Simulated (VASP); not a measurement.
# H15NO6 in VASP: a series of runs

Runs on H15NO6. Level: PBE. Tasks: single point, molecular dynamics.

All numbers are computed with VASP 6.6.1; they aren't measurements. Logs are shortened: lines on timing, memory, paths and dates and some standing lists are left out, and cuts for length are marked.

## (1) The cell of the first run

The cell holds a disordered packing, 22 atoms: a = 5.596 Å, b = 5.596 Å, c = 5.596 Å, α = 90.00°, β = 90.00°, γ = 90.00°.

## (2) Single point, PBE

Input file INCAR:

```
PREC = Accurate
ENCUT = 520
EDIFF = 1E-6
ISMEAR = -1
SIGMA = 0.02
LREAL = F
LASPH = T
NELM = 120
ALGO = Normal
ISIF = 2
LWAVE = F
LCHARG = T
GGA = PE
LELF = T
LVHAR = T
NBANDS = 45
GGA_COMPAT = F
```

Input file KPOINTS:

```
regular mesh
0
Gamma
  1 1 1
```

Input file POSCAR:

```
H15NO6
1.0
    5.5955750000      0.0000000000      0.0000000000
    0.0000000000      5.5955750000      0.0000000000
    0.0000000000      0.0000000000      5.5955750000
O H N
6 15 1
Direct
    0.7590283394      0.4967854063      1.0548871206
    0.3040974341      0.2206743722      0.1422910067
    0.1320865148      0.7621021968      0.2107736917
    0.9053761231      0.9660669368      0.8029022933
    0.7052894475      0.0108657287      0.2576142756
    1.0476135160      0.3435571858      0.5519182568
    0.8527452496      0.4380783029      1.1905478883
    0.6266916269      0.3687735398      1.0374983804
    0.2319153974      0.0735402528      0.0952538390
    0.2118102250      0.2568994250      0.2913194801
    0.2849215675      0.7122949831      0.2845283997
    0.0964333424      0.6515505556      0.0771145057
    0.7803666290      0.8948678197      0.7025015302
    0.8495641645      0.9677468357      0.9652448587
    0.5473074706      0.0926982482      0.2206207584
    0.6758197326     -0.1213458849      0.3539940042
    0.9438172127      0.4776988960      0.5772239672
    0.9710351483      0.1949933653      0.6438122981
    0.2944469514      0.7662483302      0.6962108452
    0.3610352823      0.5166939948      0.6786433923
    0.5391939166      0.6982660406      0.8373044772
    0.4563606064      0.6722454797      0.6673666245
```

Potentials or basis: VASP PAW PBE potentials, release 64 (O, H, N).

Run with:

```sh
$ cat potpaw_PBE.64/O/POTCAR potpaw_PBE.64/H/POTCAR potpaw_PBE.64/N/POTCAR > POTCAR
$ mpirun -np 1 vasp_gam > vasp.out
```

OUTCAR:

```text
PREC = Accurate
   ENCUT = 520
   EDIFF = 1E-6
   ISMEAR = -1
   LREAL = F
   LASPH = T
   NELM = 120
   ISIF = 2
   GGA = PE

 ion  position               nearest neighbor table
   1  0.759  0.497  0.055-   7 0.98   8 1.03
   2  0.304  0.221  0.142-   9 0.95  10 1.00
   3  0.132  0.762  0.211-  11 0.99  12 0.99
   4  0.905  0.966  0.803-  14 0.96  13 0.98
   5  0.705  0.011  0.258-  16 0.93  15 1.02
   6  0.048  0.344  0.552-  17 0.96  18 1.07
   7  0.853  0.438  0.191-   1 0.98
   8  0.627  0.369  0.037-   1 1.03
   9  0.232  0.074  0.095-   2 0.95
  10  0.212  0.257  0.291-   2 1.00
  11  0.285  0.712  0.285-   3 0.99
  12  0.096  0.652  0.077-   3 0.99
  13  0.780  0.895  0.703-   4 0.98
  14  0.850  0.968  0.965-   4 0.96
  15  0.547  0.093  0.221-   5 1.02
  16  0.676  0.879  0.354-   5 0.93
  17  0.944  0.478  0.577-   6 0.96
  18  0.971  0.195  0.644-   6 1.07
  19  0.294  0.766  0.696-  22 1.06
  20  0.361  0.517  0.679-  22 1.02
  21  0.539  0.698  0.837-  22 1.07
  22  0.456  0.672  0.667-  20 1.02  19 1.06  21 1.07

  LATTYP: Found a simple cubic cell.
 ALAT       =     5.5955750000

  Lattice vectors:

 A1 = (   5.5955750000,   0.0000000000,   0.0000000000)
 A2 = (   0.0000000000,   5.5955750000,   0.0000000000)
 A3 = (   0.0000000000,   0.0000000000,   5.5955750000)

Analysis of symmetry for initial positions (statically):
=====================================================================
 Subroutine PRICEL returns:
 Original cell was already a primitive cell.

 Routine SETGRP: Setting up the symmetry group for a
 simple cubic supercell.

 Subroutine GETGRP returns: Found  1 space group operations
 (whereof  1 operations were pure point group operations)
 out of a pool of 48 trial point group operations.

The static configuration has the point symmetry C_1 .

Analysis of symmetry for dynamics (positions and initial velocities):
=====================================================================
 Subroutine PRICEL returns:
 Original cell was already a primitive cell.

 Routine SETGRP: Setting up the symmetry group for a
 simple cubic supercell.

 Subroutine GETGRP returns: Found  1 space group operations
 (whereof  1 operations were pure point group operations)
 out of a pool of 48 trial point group operations.

The dynamic configuration has the point symmetry C_1 .

 Subroutine INISYM returns: Found  1 space group operations
 (whereof  1 operations are pure point group operations),
 and found     1 'primitive' translations

----------------------------------------------------------------------------------------

                                     Primitive cell

  volume of cell :     175.2000

  direct lattice vectors                    reciprocal lattice vectors
     5.595575000  0.000000000  0.000000000     0.178712643  0.000000000  0.000000000
     0.000000000  5.595575000  0.000000000     0.000000000  0.178712643  0.000000000
     0.000000000  0.000000000  5.595575000     0.000000000  0.000000000  0.178712643

  length of vectors
     5.595575000  5.595575000  5.595575000     0.178712643  0.178712643  0.178712643

  position of ions in fractional coordinates (direct lattice)
     0.759028339  0.496785406  0.054887121
     0.304097434  0.220674372  0.142291007
     0.132086515  0.762102197  0.210773692
     0.905376123  0.966066937  0.802902293
     0.705289448  0.010865729  0.257614276
     0.047613516  0.343557186  0.551918257
[... 14 lines left out ...]
     0.539193917  0.698266041  0.837304477
     0.456360606  0.672245480  0.667366624

  ion indices of the primitive-cell ions
   primitive index   ion index
                 1           1
                 2           2
                 3           3
                 4           4
                 5           5
                 6           6
[... 14 lines left out ...]
                21          21
                22          22

----------------------------------------------------------------------------------------

 KPOINTS: regular mesh

Automatic generation of k-mesh.
 Grid dimensions read from file:
 generate k-points for:    1    1    1

 Generating k-lattice:

  Cartesian coordinates                     Fractional coordinates (reciprocal lattice)
     0.178712643  0.000000000  0.000000000     1.000000000  0.000000000  0.000000000
     0.000000000  0.178712643  0.000000000     0.000000000  1.000000000  0.000000000
     0.000000000  0.000000000  0.178712643     0.000000000  0.000000000  1.000000000

  Length of vectors
     0.178712643  0.178712643  0.178712643

  Shift w.r.t. Gamma in fractional coordinates (k-lattice)
     0.000000000  0.000000000  0.000000000

 Subroutine IBZKPT returns following result:
 ===========================================

 Found      1 irreducible k-points:

 Following reciprocal coordinates:
            Coordinates               Weight
  0.000000  0.000000  0.000000      1.000000
   k-points           NKPTS =      1   k-points in BZ     NKDIM =      1   number of bands    NBANDS=     45
   number of dos      NEDOS =    301   number of ions     NIONS =     22
   total plane-waves  NPLWV =  74088
   dimension x,y,z NGX =    42 NGY =   42 NGZ =   42
   dimension x,y,z NGXF=    84 NGYF=   84 NGZF=   84
   ions per type =               6  15   1
   NGX,Y,Z   is equivalent  to a cutoff of  12.48, 12.48, 12.48 a.u.
   NGXF,Y,Z  is equivalent  to a cutoff of  24.96, 24.96, 24.96 a.u.
 SYSTEM =  unknown system
   PREC   = accura    normal or accurate (medium, high low for compatibility)
   ISTART =      0    job   : 0-new  1-cont  2-samecut
   ICHARG =      2    charge: 1-file 2-atom 10-const
   ISPIN  =      1    spin polarized calculation?
   LNONCOLLINEAR =      F non collinear calculations
   LSORBIT =      F    spin-orbit coupling
   LASPH  =      T    aspherical Exc in radial PAW
   ENCUT  =  520.0 eV  38.22 Ry    6.18 a.u.  10.40 10.40 10.40*2*pi/ulx,y,z
   NELM   =    120;   NELMIN=  2; NELMDL= -5     # of ELM steps
   EDIFF  = 0.1E-05   stopping-criterion for ELM
   LREAL  =      F    real-space projection
   EDIFFG = 0.1E-04   stopping-criterion for IOM
   NSW    =      0    number of steps for IOM
   IBRION =     -1    ionic relax: 0-MD 1-quasi-New 2-CG
   NFREE  =      0    steps in history (QN), initial steepest desc. (CG)
   ISIF   =      2    stress and relaxation
   ISYM   =      2    0-nonsym 1-usesym 2-fastsym
   POTIM  = 0.5000    time-step for ionic-motion
   TEBEG  =    0.0;   TEEND  =   0.0 temperature during run
   PSTRESS=    0.0 pullay stress
   NELECT =      56.0000    total number of electrons
   NUPDOWN=      -1.0000    fix difference up-down
   EMIN   =  10.00;   EMAX   =-10.00  energy-range for DOS
   EFERMI =   0.00;   METHOD = LEGACY
   ISMEAR =    -1;   SIGMA  =   0.02  broadening in eV -4-tet -1-fermi 0-gaus
   EFERMI_NEDOS =   21; number of points for ismear=-14 and -15
   IALGO  =     38    algorithm
   IMIX   =      4    mixing-type and parameters
     AMIX     =   0.40;   BMIX     =  1.00
     AMIX_MAG =   1.60;   BMIX_MAG =  1.00
  volume/ion in A,a.u.               =       7.96        53.74
  Fermi-wavevector in a.u.,A,eV,Ry     =   1.119333  2.115233 17.046837  1.252907
  Thomas-Fermi vector in A             =   2.255972
   LORBIT       =      0    0 simple, 1 ext, 2 COOP (PROOUT), +10 PAW based schemes
   GGA     = PE    functional components
   LHFCALC =     F    Hartree Fock is set to
   AEXX    =    0.0000 exact exchange contribution
   IVDW    =     0    specifies the selected vdW correction
   LEPSILON=     F    determine dielectric tensor
   LRPA    =     F    only Hartree local field effects (RPA)
 non-spin polarized calculation
  energy-cutoff  :      520.00
  volume of cell :      175.20
 maximum number of plane-waves:      2365
 NGX is ok and might be reduce to    42
   NGX = 21   NGY = 21   NGZ = 21

 number of electron      55.9999994 magnetization

 Free energy of the ion-electron system (eV)
  ---------------------------------------------------
  ext. energy  EPLUGINS =         0.00000000
  ---------------------------------------------------
  free energy    TOTEN  =      -106.13349116 eV

  energy without entropy =     -106.13349116  energy(sigma->0) =     -106.13349116

 E-fermi :  -2.2179     XC(G=0):  -7.7689

 val. band max:       -2.7420769339   @ k =   0.0000   0.0000   0.0000
 cond. band min:       1.9099196080   @ k =   0.0000   0.0000   0.0000
 fundamental gap:      4.6519965419
 Fermi energy:        -2.2179335181

 k-point     1 :       0.0000    0.0000    0.0000
  band No.  band energies     occupation
      1     -21.9450      2.00000
      2     -21.5902      2.00000
      3     -21.1398      2.00000
      4     -20.8627      2.00000
      5     -20.7634      2.00000
      6     -20.6041      2.00000
[... 32 lines left out ...]
     39       8.5167      0.00000
     40       8.9777      0.00000
 [bands above 40 left out]

------------------------ aborting loop because EDIFF is reached ----------------------------------------

  FORCE on cell =-STRESS in cart. coord.  units (eV):
  Direction    XX          YY          ZZ          XY          YZ          ZX
  --------------------------------------------------------------------------------------
  -------------------------------------------------------------------------------------
  Total       -1.3058004      4.6953148     -0.2569682     -1.0611342     -0.7819478     -0.2506483
  in kB      -11.9413440     42.9379328     -2.3499345     -9.7039089     -7.1507925     -2.2921402
  external PRESSURE =       9.5488848 kB  Pullay stress =       0.0000000 kB

 VOLUME and BASIS-vectors are now :
 -----------------------------------------------------------------------------
  energy-cutoff  :      520.00
  volume of cell :      175.20
      direct lattice vectors                 reciprocal lattice vectors
     5.595575000  0.000000000  0.000000000     0.178712643  0.000000000  0.000000000
     0.000000000  5.595575000  0.000000000     0.000000000  0.178712643  0.000000000
     0.000000000  0.000000000  5.595575000     0.000000000  0.000000000  0.178712643

 POSITION                                       TOTAL-FORCE (eV/Angst)
 -----------------------------------------------------------------------------------
      4.24720      2.77980      0.30712        -1.666116     -1.710619     -0.258641
      1.70160      1.23480      0.79620         0.346330      1.248586      0.525624
      0.73910      4.26440      1.17940         0.524061     -0.453443     -0.108644
      5.06610      5.40570      4.49270         0.552414     -0.056044     -2.028970
      3.94650      0.06080      1.44150        -0.105639      2.298427     -1.587223
      0.26642      1.92240      3.08830        -0.070308     -1.986850      0.387476
[... 14 lines left out ...]
      3.01710      3.90720      4.68520        -0.590746     -0.696974     -1.227633
      2.55360      3.76160      3.73430        -1.145264      1.341782      1.570623
 -----------------------------------------------------------------------------------
    total drift:                                0.000664     -0.000743     -0.001138

  FREE ENERGIE OF THE ION-ELECTRON SYSTEM (eV)
  ---------------------------------------------------
  free  energy   TOTEN  =      -106.1334911635 eV

  energy  without entropy=     -106.1334911635  energy(sigma->0) =     -106.13349116
```

It took 30 s on 1 thread of Intel Xeon 8259CL, shared host; peak memory 0.21 GiB.

Results:

```
Free energy   : -106.1335 eV
Pressure      : 1.0 GPa
Largest force : 2.795 eV/Å
```

Forces in eV/Å, atoms in the order of the input:
```
O   -1.666 -1.711 -0.259
O    0.346  1.249  0.526
O    0.524 -0.453 -0.109
O    0.552 -0.056 -2.029
O   -0.106  2.298 -1.587
O   -0.070 -1.987  0.387
H   -0.218 -0.100  0.034
H    1.576  1.656  0.240
H   -0.618 -1.242 -0.525
H    0.199  0.282 -0.050
H   -0.467 -0.098 -0.298
H    0.306  0.463  0.621
H    0.110  0.027  0.411
H   -0.656  0.016  1.455
H    0.500 -0.523  0.572
H   -0.678 -1.974  1.157
H   -0.473  0.433  0.198
H    0.819  1.593 -0.567
H    1.037  0.573 -0.437
H    0.717 -1.090 -0.083
H   -0.591 -0.697 -1.228
N   -1.145  1.342  1.571
```

Caveat: the k points lie up to 1.12 Å⁻¹ apart, too coarse for converged energies, forces and pressures; the atoms stand as in a frame of molecular dynamics.

(Part 1 of 2 ends here.)
